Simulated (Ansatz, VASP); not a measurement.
**One calculation of Re, two programs**

File INCAR:

```
SYSTEM = Re
  ALGO = Normal
  EDIFF = 1E-7
  ENCUT = 520
  GGA = PS
  ISIF = 2
  ISMEAR = 0
  LASPH = .True.
  LCHARG = .True.
  LELF = .True.
  LREAL = .False.
  LVHAR = .True.
  LWAVE = .False.
  NBANDS = 14
  NELM = 80
  PREC = Accurate
  SIGMA = 0.15
```

File KPOINTS:

```
k-points
0
Gamma
  18 18 10
  0 0 0
```

Contents of POSCAR:

```
Re
1.0
    2.7274678575      0.0000000000      0.0000000000
   -1.3637339288      2.3620564526      0.0000000000
    0.0000000000      0.0000000000      4.4064109239
Re
2
Direct
    0.3333333333      0.6666666667      0.2344034496
    0.6666666667      0.3333333333      0.7655965504
```

Input for Ansatz:

```yaml
crystal:
  lattice:
    - [2.7274678575, 0.0, 0.0]
    - [-1.3637339288, 2.3620564526, 0.0]
    - [0.0, 0.0, 4.4064109239]
  atoms:
    - { symbol: Re, position: [0.3333333333, 0.6666666667, 0.2344034496] }
    - { symbol: Re, position: [0.6666666667, 0.3333333333, 0.7655965504] }
basis:
  ecutwfc: 420
kpoints:
  mp_grid: { grid: [18, 18, 10] }
hamiltonian:
  xc: pbesol
  pseudopotentials: { kind: paw }
scf:
  occupations: { method: gaussian, width: 0.15 }
output:
  forces: true
  stress: true
  eigenvalues: true
```

Change from the starting cell: mode 4 frozen in at -0.069 Å, equal normal strain along x, y and z -0.0083.

Alike in both runs: task single point; functional PBEsol; k mesh 18 × 18 × 10; occupations gaussian, width 0.15 eV; no spin polarisation.

```csv
,VASP,Ansatz
version,VASP 6.6.1,Ansatz 0.2.0
potentials or method,"VASP PAW PBE potentials, release 64 (Re), cutoff 520 eV","scalar-relativistic, plane waves, PAW"
valence electrons in the cell,14,30
```

|  | VASP | Ansatz | Ansatz less VASP |
| --- | --- | --- | --- |
| gap on the k mesh at the Fermi level (eV) | none | none | - |
| pressure (GPa) | 14.1 | 13.8 | -0.31 |
| traceless stress, the component that is largest in VASP (GPa) | 1.63 | 1.78 | +0.155 |
| rms of the force components (eV/Å) | 0.690 | 0.715 | +0.0246 |

VASP's potentials were made for PBE, not for PBEsol. Atom by atom the forces differ by 0.025 eV/Å (rms over components). A gap of «none» marks a metal or a gap that the smearing closes. VASP's potentials hold 14 valence electrons a cell and Ansatz's 30, so a difference there can come from the potentials and not from the codes.

Neither program's run includes spin-orbit coupling.
